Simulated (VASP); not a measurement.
Runs of VASP 6.6.1 on BN. The structure is that of space group I-4m2 (No. 119), or close to it. The cells are those of the table. 

| cell | gap on the mesh (eV) | pressure (GPa) |
| --- | --- | --- |
| a = 2.797, b = 2.797, c = 2.284 Å, angles 65.9, 65.9, 48.2°, 2 atoms | 0.70 | -1.4 |
| a = 2.512, b = 2.512, c = 2.707 Å, angles 57.4, 57.4, 65.2°, 2 atoms | 1.91 | (c) |
| a = 2.665, b = 2.665, c = 2.413 Å, angles 63.1, 63.1, 53.8°, 2 atoms | (b) | -5.4 |
| a = 2.725, b = 2.725, c = 2.349 Å, angles 64.5, 64.5, 51.1°, 2 atoms | 1.75 | -4.2 |
| a = 2.492, b = 2.492, c = 2.878 Å, angles 54.7, 54.7, 70.5°, 2 atoms | (a) | -10.0 |

Alike in all rows: task single point; level PBEsol; potentials or basis VASP PAW PBE potentials, release 64 (B, N); no spin polarisation; k mesh 12 × 12 × 12; cutoff (eV) 520; smearing gaussian 0.05 eV.

Question: Estimate the missing entries.

Answer: (a) 0.61; (b) 2.61; (c) -6.5.

Caveats: the PAW data sets were made with another functional, which shifts forces and pressure a little.

A k mesh can miss the band edges.
